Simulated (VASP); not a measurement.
A run of VASP 6.6.1 is set up as follows.

File INCAR:

```
PREC = Accurate ; ENCUT = 520
EDIFF = 1E-6 ; ISMEAR = -1
SIGMA = 0.03 ; LREAL = False
LASPH = True ; NELM = 80
ALGO = Normal ; ISIF = 2
LWAVE = False ; LCHARG = False
GGA = PS ; NBANDS = 10
```

Contents of KPOINTS:

```
regular mesh
0
Gamma
  15 15 8
```

Contents of POSCAR:

```
Li
1.0
    3.1421121731      0.0000000000      0.0000000000
   -1.5710560866      2.7211489634      0.0000000000
    0.0000000000      0.0000000000      5.0930000000
Li
2
Direct
    0.3333333333      0.6666666667      0.2500000000
    0.6666666667      0.3333333333      0.7500000000
```

Potentials or basis: VASP PAW PBE potentials, release 64 (Li_sv).

The run is started by

```sh
$ cat potpaw_PBE.64/Li_sv/POTCAR > POTCAR
$ mpirun -np 1 vasp_std > vasp.out
```

Q: Estimate the band gap on the k mesh.

A: Zero (bands 3 and 4 overlap by 4.43 eV).

Caveat: the cell differs from its parent crystal (equal xx and yy strain of +1 %).
